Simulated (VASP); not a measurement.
# P (Fd-3m) in VASP: a series of runs

P is run at these levels: LDA; tasks: single point.

All numbers are computed with VASP 6.6.1; they aren't measurements. Logs are shortened: lines on timing, memory, paths and dates and some standing lists are left out, and cuts for length are marked.

## 1. The cell of the first run

It takes space group Fd-3m (No. 227, cubic). Conventional cell: a = 5.341 Å, b = 5.341 Å, c = 5.341 Å, α = 90.00°, β = 90.00°, γ = 90.00°. P (site symmetry -43m) has 4 P at 2.31 Å within 3.1 Å.

This isn't the form of P at room conditions, which is orthorhombic.

## 2. Single point, LDA

File INCAR:

```
SYSTEM = P
PREC = Accurate
ENCUT = 520
EDIFF = 1E-6
ISMEAR = -1
SIGMA = 0.1
LREAL = .FALSE.
LASPH = .TRUE.
NELM = 80
ALGO = Normal
ISIF = 2
LWAVE = .FALSE.
LCHARG = .FALSE.
NBANDS = 12
```

File KPOINTS:

```
regular mesh
0
G
  10 10 10
  0 0 0
```

File POSCAR:

```
P
1.0
    0.0000000000      2.6704019157      2.6704019157
    2.6704019157      0.0000000000      2.6704019157
    2.6704019157      2.6704019157      0.0000000000
P
2
Direct
    0.1250000000      0.1250000000      0.1250000000
    0.8750000000      0.8750000000      0.8750000000
```

Potentials or basis: VASP PAW LDA potentials, release 64 (P).

The run is started by

```bash
$ cat potpaw_LDA.64/P/POTCAR > POTCAR
$ mpirun -np 1 vasp_std > vasp.out
```

OUTCAR:

```text
SYSTEM = P
   PREC = Accurate
   ENCUT = 520
   EDIFF = 1E-6
   ISMEAR = -1
   LREAL = .FALSE.
   LASPH = .TRUE.
   NELM = 80
   ISIF = 2

 ion  position               nearest neighbor table
   1  0.125  0.125  0.125-   2 2.31   2 2.31   2 2.31   2 2.31
   2  0.875  0.875  0.875-   1 2.31   1 2.31   1 2.31   1 2.31

  LATTYP: Found a face centered cubic cell.
 ALAT       =     5.3408038314

  Lattice vectors:

 A1 = (   0.0000000000,   2.6704019157,   2.6704019157)
 A2 = (   2.6704019157,   0.0000000000,   2.6704019157)
 A3 = (   2.6704019157,   2.6704019157,   0.0000000000)

Analysis of symmetry for initial positions (statically):
=====================================================================
 Subroutine PRICEL returns:
 Original cell was already a primitive cell.

 Routine SETGRP: Setting up the symmetry group for a
 face centered cubic supercell.

 Subroutine GETGRP returns: Found 48 space group operations
 (whereof 12 operations were pure point group operations)
 out of a pool of 48 trial point group operations.

The static configuration has the point symmetry D_3d.
 The point group associated with its full space group is O_h .

Analysis of symmetry for dynamics (positions and initial velocities):
=====================================================================
 Subroutine PRICEL returns:
 Original cell was already a primitive cell.

 Routine SETGRP: Setting up the symmetry group for a
 face centered cubic supercell.

 Subroutine GETGRP returns: Found 48 space group operations
 (whereof 12 operations were pure point group operations)
 out of a pool of 48 trial point group operations.

The dynamic configuration has the point symmetry D_3d.
 The point group associated with its full space group is O_h .

 Subroutine INISYM returns: Found 48 space group operations
 (whereof 12 operations are pure point group operations),
 and found     1 'primitive' translations

----------------------------------------------------------------------------------------

                                     Primitive cell

  volume of cell :      38.0855

  direct lattice vectors                    reciprocal lattice vectors
     0.000000000  2.670401916  2.670401916    -0.187237733  0.187237733  0.187237733
     2.670401916  0.000000000  2.670401916     0.187237733 -0.187237733  0.187237733
     2.670401916  2.670401916  0.000000000     0.187237733  0.187237733 -0.187237733

  length of vectors
     3.776518606  3.776518606  3.776518606     0.324305266  0.324305266  0.324305266

  position of ions in fractional coordinates (direct lattice)
     0.125000000  0.125000000  0.125000000
     0.875000000  0.875000000  0.875000000

  ion indices of the primitive-cell ions
   primitive index   ion index
                 1           1
                 2           2

----------------------------------------------------------------------------------------

 KPOINTS: regular mesh

Automatic generation of k-mesh.
 Grid dimensions read from file:
 generate k-points for:   10   10   10

 Generating k-lattice:

  Cartesian coordinates                     Fractional coordinates (reciprocal lattice)
    -0.018723773  0.018723773  0.018723773     0.100000000  0.000000000  0.000000000
     0.018723773 -0.018723773  0.018723773     0.000000000  0.100000000  0.000000000
     0.018723773  0.018723773 -0.018723773     0.000000000  0.000000000  0.100000000

  Length of vectors
     0.032430527  0.032430527  0.032430527

  Shift w.r.t. Gamma in fractional coordinates (k-lattice)
     0.000000000  0.000000000  0.000000000

 Subroutine IBZKPT returns following result:
 ===========================================

 Found     47 irreducible k-points:

 Following reciprocal coordinates:
            Coordinates               Weight
  0.000000  0.000000  0.000000      1.000000
  0.100000  0.000000  0.000000      8.000000
  0.200000  0.000000  0.000000      8.000000
  0.300000  0.000000  0.000000      8.000000
  0.400000  0.000000  0.000000      8.000000
  0.500000  0.000000  0.000000      4.000000
[... 16 lines left out ...]
  0.300000  0.300000  0.000000      6.000000
  0.400000  0.300000  0.000000     24.000000
 [... further k-points ...]
   k-points           NKPTS =     47   k-points in BZ     NKDIM =     47   number of bands    NBANDS=     12
   number of dos      NEDOS =    301   number of ions     NIONS =      2
   total plane-waves  NPLWV =  21952
   dimension x,y,z NGX =    28 NGY =   28 NGZ =   28
   dimension x,y,z NGXF=    56 NGYF=   56 NGZF=   56
   ions per type =               2
   NGX,Y,Z   is equivalent  to a cutoff of  12.33, 12.33, 12.33 a.u.
   NGXF,Y,Z  is equivalent  to a cutoff of  24.65, 24.65, 24.65 a.u.
 SYSTEM =  P
   PREC   = accura    normal or accurate (medium, high low for compatibility)
   ISTART =      0    job   : 0-new  1-cont  2-samecut
   ICHARG =      2    charge: 1-file 2-atom 10-const
   ISPIN  =      1    spin polarized calculation?
   LNONCOLLINEAR =      F non collinear calculations
   LSORBIT =      F    spin-orbit coupling
   LASPH  =      T    aspherical Exc in radial PAW
   ENCUT  =  520.0 eV  38.22 Ry    6.18 a.u.   7.02  7.02  7.02*2*pi/ulx,y,z
   NELM   =     80;   NELMIN=  2; NELMDL= -5     # of ELM steps
   EDIFF  = 0.1E-05   stopping-criterion for ELM
   LREAL  =      F    real-space projection
   EDIFFG = 0.1E-04   stopping-criterion for IOM
   NSW    =      0    number of steps for IOM
   IBRION =     -1    ionic relax: 0-MD 1-quasi-New 2-CG
   NFREE  =      0    steps in history (QN), initial steepest desc. (CG)
   ISIF   =      2    stress and relaxation
   ISYM   =      2    0-nonsym 1-usesym 2-fastsym
   POTIM  = 0.5000    time-step for ionic-motion
   TEBEG  =    0.0;   TEEND  =   0.0 temperature during run
   PSTRESS=    0.0 pullay stress
   NELECT =      10.0000    total number of electrons
   NUPDOWN=      -1.0000    fix difference up-down
   EMIN   =  10.00;   EMAX   =-10.00  energy-range for DOS
   EFERMI =   0.00;   METHOD = LEGACY
   ISMEAR =    -1;   SIGMA  =   0.10  broadening in eV -4-tet -1-fermi 0-gaus
   EFERMI_NEDOS =   21; number of points for ismear=-14 and -15
   IALGO  =     38    algorithm
   IMIX   =      4    mixing-type and parameters
     AMIX     =   0.40;   BMIX     =  1.00
     AMIX_MAG =   1.60;   BMIX_MAG =  1.00
  volume/ion in A,a.u.               =      19.04       128.51
  Fermi-wavevector in a.u.,A,eV,Ry     =   1.048306  1.981012 14.952070  1.098946
  Thomas-Fermi vector in A             =   2.183222
   LORBIT       =      0    0 simple, 1 ext, 2 COOP (PROOUT), +10 PAW based schemes
   GGA     = CA    functional components
   LHFCALC =     F    Hartree Fock is set to
   AEXX    =    0.0000 exact exchange contribution
   IVDW    =     0    specifies the selected vdW correction
   LEPSILON=     F    determine dielectric tensor
   LRPA    =     F    only Hartree local field effects (RPA)
 non-spin polarized calculation
  energy-cutoff  :      520.00
  volume of cell :       38.09
 maximum number of plane-waves:      1035
   NGX = 13   NGY = 13   NGZ = 13

 number of electron      10.0000000 magnetization

 number of electron       9.9999998 magnetization

 Free energy of the ion-electron system (eV)
  ---------------------------------------------------
  ext. energy  EPLUGINS =         0.00000000
  ---------------------------------------------------
  free energy    TOTEN  =       -11.00195951 eV

  energy without entropy =      -10.96346711  energy(sigma->0) =      -10.98271331

 E-fermi :   6.6347     XC(G=0): -10.0562

 val. band max:        6.6335796501   @ k =  -0.3000   0.3000   0.1000
 cond. band min:       6.6831537300   @ k =   0.0000   0.0000   0.0000
 fundamental gap:      0.0495740799
 Fermi energy:         6.6347117878

 k-point     1 :       0.0000    0.0000    0.0000
  band No.  band energies     occupation
      1      -8.9010      2.00000
      2       3.4710      2.00000
      3       3.4710      2.00000
      4       3.4710      2.00000
      5       3.8938      2.00000
      6       6.6832      0.76242
      7       6.6832      0.76242
      8       6.6832      0.76242
      9      12.6699      0.00000
     10      13.4299      0.00000
     11      13.4299      0.00000
     12      16.9663      0.00000

 k-point     2 :       0.1000    0.0000    0.0000
  band No.  band energies     occupation
      1      -8.7785      2.00000
      2       1.8503      2.00000
      3       3.3097      2.00000
      4       3.3097      2.00000
      5       4.9331      2.00000
      6       6.9302      0.09897
      7       6.9302      0.09897
      8       7.1044      0.01809
      9      13.1098      0.00000
     10      13.1098      0.00000
     11      13.1540      0.00000
     12      16.5754      0.00000

 k-point     3 :       0.2000    0.0000    0.0000
  band No.  band energies     occupation
      1      -8.4197      2.00000
      2       0.0132      2.00000
      3       2.9719      2.00000
      4       2.9719      2.00000
      5       5.0037      2.00000
      6       7.4376      0.00065
      7       7.4376      0.00065
      8       8.5737      0.00000
      9      12.7838      0.00000
     10      12.7838      0.00000
     11      14.0440      0.00000
     12      16.3180      0.00000
[... 286 lines left out ...]
 k-point    23 :       0.3000    0.3000    0.0000
  band No.  band energies     occupation
      1      -7.4553      2.00000
      2      -1.8667      2.00000
      3       1.5580      2.00000
      4       1.5580      2.00000
      5       5.2729      2.00000
      6       6.7049      0.66277
      7      10.3260      0.00000
      8      10.3260      0.00000
      9      12.0554      0.00000
     10      15.1936      0.00000
     11      16.6311      0.00000
     12      18.7020      0.00000

 k-point    24 :       0.4000    0.3000    0.0000
  band No.  band energies     occupation
      1      -6.8932      2.00000
      2      -2.8080      2.00000
      3       1.0510      2.00000
      4       1.3618      2.00000
      5       5.4636      1.99998
      6       6.6312      1.01752
      7      10.5285      0.00000
      8      10.8816      0.00000
      9      13.5101      0.00000
     10      15.9960      0.00000
     11      16.2943      0.00000
     12      17.7329      0.00000

 [... further k-points ...]
[... 5 lines left out ...]
  --------------------------------------------------------------------------------------
  -------------------------------------------------------------------------------------
  Total       -0.0377550     -0.0377550     -0.0377550     -0.0000000     -0.0000000      0.0000000
  in kB       -1.5882742     -1.5882742     -1.5882742     -0.0000000     -0.0000000      0.0000000
  external PRESSURE =      -1.5882742 kB  Pullay stress =       0.0000000 kB

 VOLUME and BASIS-vectors are now :
 -----------------------------------------------------------------------------
  energy-cutoff  :      520.00
  volume of cell :       38.09
      direct lattice vectors                 reciprocal lattice vectors
     0.000000000  2.670401916  2.670401916    -0.187237733  0.187237733  0.187237733
     2.670401916  0.000000000  2.670401916     0.187237733 -0.187237733  0.187237733
     2.670401916  2.670401916  0.000000000     0.187237733  0.187237733 -0.187237733

 POSITION                                       TOTAL-FORCE (eV/Angst)
 -----------------------------------------------------------------------------------
      0.66760      0.66760      0.66760        -0.000000     -0.000000     -0.000000
      4.67320      4.67320      4.67320         0.000000      0.000000      0.000000
 -----------------------------------------------------------------------------------
    total drift:                                0.000000     -0.000000     -0.000000

  FREE ENERGIE OF THE ION-ELECTRON SYSTEM (eV)
  ---------------------------------------------------
  free  energy   TOTEN  =       -11.0019595104 eV

  energy  without entropy=      -10.9634671051  energy(sigma->0) =      -10.98271331
```

Run time: 6.2 s. Hardware: 1 thread of Intel Xeon 6975P-C (Granite Rapids), shared host; peak memory 0.13 GiB.

Results:

* Free energy: -11.0020 eV
* Pressure: -0.2 GPa
* Band gap on the k mesh: zero (bands 5 and 6 overlap by 2.38 eV)

## 3. Single point, LDA (16.76 Å³/atom)

This run uses another cell than the first one, of 16.76 Å³/atom.

File INCAR:

```
ALGO = Normal
EDIFF = 1E-6
ENCUT = 520
ISIF = 2
ISMEAR = -1
LASPH = T
LCHARG = F
LREAL = F
LWAVE = F
NBANDS = 12
NELM = 80
PREC = Accurate
SIGMA = 0.1
```

File KPOINTS:

```
k-points
0
Gamma
  12 12 12
```

File POSCAR:

```
P
1.0
    0.0000000000      2.5590033530      2.5590033530
    2.5590033530      0.0000000000      2.5590033530
    2.5590033530      2.5590033530      0.0000000000
P
2
Direct
    0.1250000000      0.1250000000      0.1250000000
    0.8750000000      0.8750000000      0.8750000000
```

Potentials or basis: VASP PAW LDA potentials, release 64 (P).

The run is started by

```bash
$ cat potpaw_LDA.64/P/POTCAR > POTCAR
$ mpirun -np 1 vasp_std > vasp.out
```

OUTCAR:

```text
EDIFF = 1E-6
   ENCUT = 520
   ISIF = 2
   ISMEAR = -1
   LASPH = T
   LREAL = F
   NELM = 80
   PREC = Accurate

 ion  position               nearest neighbor table
   1  0.125  0.125  0.125-   2 2.22   2 2.22   2 2.22   2 2.22
   2  0.875  0.875  0.875-   1 2.22   1 2.22   1 2.22   1 2.22

  LATTYP: Found a face centered cubic cell.
 ALAT       =     5.1180067060

  Lattice vectors:

 A1 = (   0.0000000000,   2.5590033530,   2.5590033530)
 A2 = (   2.5590033530,   0.0000000000,   2.5590033530)
 A3 = (   2.5590033530,   2.5590033530,   0.0000000000)

Analysis of symmetry for initial positions (statically):
=====================================================================
 Subroutine PRICEL returns:
 Original cell was already a primitive cell.

 Routine SETGRP: Setting up the symmetry group for a
 face centered cubic supercell.

 Subroutine GETGRP returns: Found 48 space group operations
 (whereof 12 operations were pure point group operations)
 out of a pool of 48 trial point group operations.

The static configuration has the point symmetry D_3d.
 The point group associated with its full space group is O_h .

Analysis of symmetry for dynamics (positions and initial velocities):
=====================================================================
 Subroutine PRICEL returns:
 Original cell was already a primitive cell.

 Routine SETGRP: Setting up the symmetry group for a
 face centered cubic supercell.

 Subroutine GETGRP returns: Found 48 space group operations
 (whereof 12 operations were pure point group operations)
 out of a pool of 48 trial point group operations.

The dynamic configuration has the point symmetry D_3d.
 The point group associated with its full space group is O_h .

 Subroutine INISYM returns: Found 48 space group operations
 (whereof 12 operations are pure point group operations),
 and found     1 'primitive' translations

[... 116 lines left out ...]
  Fermi-wavevector in a.u.,A,eV,Ry     =   1.093941  2.067249 16.282192  1.196707
  Thomas-Fermi vector in A             =   2.230236
   LORBIT       =      0    0 simple, 1 ext, 2 COOP (PROOUT), +10 PAW based schemes
   GGA     = CA    functional components
   LHFCALC =     F    Hartree Fock is set to
   AEXX    =    0.0000 exact exchange contribution
   IVDW    =     0    specifies the selected vdW correction
   LEPSILON=     F    determine dielectric tensor
   LRPA    =     F    only Hartree local field effects (RPA)
 non-spin polarized calculation
  energy-cutoff  :      520.00
  volume of cell :       33.52
 maximum number of plane-waves:       934
   NGX = 13   NGY = 13   NGZ = 13

 number of electron      10.0000000 magnetization

 number of electron       9.9999999 magnetization

 Free energy of the ion-electron system (eV)
  ---------------------------------------------------
  ext. energy  EPLUGINS =         0.00000000
  ---------------------------------------------------
  free energy    TOTEN  =       -10.88844071 eV

  energy without entropy =      -10.85474366  energy(sigma->0) =      -10.87159219

 E-fermi :   8.3717     XC(G=0): -10.5894

 val. band max:        8.3536433473   @ k =  -0.0833   0.0833   0.0000
 cond. band min:       8.3775458007   @ k =  -0.4167   0.4167   0.1667
 fundamental gap:      0.0239024533
 Fermi energy:         8.3716964017

 k-point     1 :       0.0000    0.0000    0.0000
  band No.  band energies     occupation
      1      -8.4887      2.00000
      2       4.6900      2.00000
      3       4.6900      2.00000
      4       4.6900      2.00000
      5       6.6903      2.00000
      6       8.0849      1.89249
      7       8.0849      1.89249
      8       8.0849      1.89249
      9      14.6000      0.00000
     10      14.8211      0.00000
     11      14.8211      0.00000
     12      18.8245      0.00000
[... 331 lines left out ...]
 k-point    24 :      -0.4167    0.1667    0.0000
  band No.  band energies     occupation
      1      -5.8489      2.00000
      2      -2.7040      2.00000
      3       1.6991      2.00000
      4       3.1105      2.00000
      5       7.5205      1.99960
      6       9.6683      0.00000
      7      10.3360      0.00000
      8      13.9486      0.00000
      9      14.6963      0.00000
     10      15.6371      0.00000
     11      18.4885      0.00000
     12      19.9562      0.00000

 [... further k-points ...]
[... 5 lines left out ...]
  --------------------------------------------------------------------------------------
  -------------------------------------------------------------------------------------
  Total        1.7885783      1.7885783      1.7885783      0.0000000     -0.0000000      0.0000000
  in kB       85.5019428     85.5019428     85.5019428      0.0000000     -0.0000000      0.0000000
  external PRESSURE =      85.5019428 kB  Pullay stress =       0.0000000 kB

 VOLUME and BASIS-vectors are now :
 -----------------------------------------------------------------------------
  energy-cutoff  :      520.00
  volume of cell :       33.52
      direct lattice vectors                 reciprocal lattice vectors
     0.000000000  2.559003353  2.559003353    -0.195388568  0.195388568  0.195388568
     2.559003353  0.000000000  2.559003353     0.195388568 -0.195388568  0.195388568
     2.559003353  2.559003353  0.000000000     0.195388568  0.195388568 -0.195388568

 POSITION                                       TOTAL-FORCE (eV/Angst)
 -----------------------------------------------------------------------------------
      0.63975      0.63975      0.63975        -0.000000      0.000000      0.000000
      4.47826      4.47826      4.47826         0.000000     -0.000000     -0.000000
 -----------------------------------------------------------------------------------
    total drift:                               -0.000000     -0.000000     -0.000000

  FREE ENERGIE OF THE ION-ELECTRON SYSTEM (eV)
  ---------------------------------------------------
  free  energy   TOTEN  =       -10.8884407128 eV

  energy  without entropy=      -10.8547436607  energy(sigma->0) =      -10.87159219
```

stdout:

```text
POSCAR found type information on POSCAR P
 POSCAR found :  1 types and       2 ions
 scaLAPACK will be used
 LDA part: xc-table for (Slater(with rela. corr.)+CA(PZ))
 , standard interpolation
 POSCAR, INCAR and KPOINTS ok, starting setup
 FFT: planning ... GRIDC
 FFT: planning ... GRID_SOFT
 FFT: planning ... GRID
 WAVECAR not read
 entering main loop
```

Run time: 11 s. Hardware: 1 thread of Intel Xeon 6975P-C (Granite Rapids), shared host; peak memory 0.14 GiB.

Results:

- Free energy: -10.8884 eV
- Pressure: 8.6 GPa
- Band gap on the k mesh: zero (bands 5 and 6 overlap by 3.89 eV)

Caveat: the cell stands under pressure.

[end of part 1 of 2]
